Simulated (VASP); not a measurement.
A run of VASP 6.6.1:

File INCAR:

```
SYSTEM = Zn2SnO3
PREC = Accurate ; ENCUT = 520
EDIFF = 1E-6 ; ISMEAR = 0
SIGMA = 0.15 ; LREAL = .False.
LASPH = .True. ; NELM = 60
ALGO = Normal ; ISIF = 2
LWAVE = .False. ; LCHARG = .False.
GGA = PE ; NBANDS = 68
```

The input KPOINTS:

```
regular mesh
0
Gamma
  3 3 3
  0 0 0
```

The input POSCAR:

```
Zn2SnO3
1.0
    5.2141289405     -2.8286188025      0.0000000000
    5.2141289405      2.8286188025      0.0000000000
    0.0000000000      0.0000000000      5.7832589610
Zn Sn O
4 2 6
Direct
    0.4950658049      0.8477652620     -0.0008783703
    0.1522347380      0.5049341951     -0.0008783703
    0.8477652620      0.4950658049      0.4991216297
    0.5049341951      0.1522347380      0.4991216297
    0.2197086948      0.7802913052      0.5211484810
    0.7802913052      0.2197086948      1.0211484810
    0.5406986037      0.8322608833      0.3445641851
    0.1677391167      0.4593013963      0.3445641851
    0.8489321524      0.1510678476      0.4644798894
    0.8322608833      0.5406986037      0.8445641851
    0.4593013963      0.1677391167      0.8445641851
    0.1510678476      0.8489321524      0.9644798894
```

Potentials or basis: VASP PAW PBE potentials, release 64 (Zn, Sn_d, O).

Run with:

```bash
$ cat potpaw_PBE.64/Zn/POTCAR potpaw_PBE.64/Sn_d/POTCAR potpaw_PBE.64/O/POTCAR > POTCAR
$ mpirun -np 1 vasp_std > vasp.out
```

Hardware: 1 thread of Intel(R) Xeon(R) Platinum 8488C (Sapphire Rapids), on a shared host.

Problem. Estimate the wall time of this run.

Solution. Wall time 100 s on 1 thread of Intel(R) Xeon(R) Platinum 8488C (Sapphire Rapids), on a shared host, peak memory 0.35 GiB. Counts: scf iterations 17, k points 8.
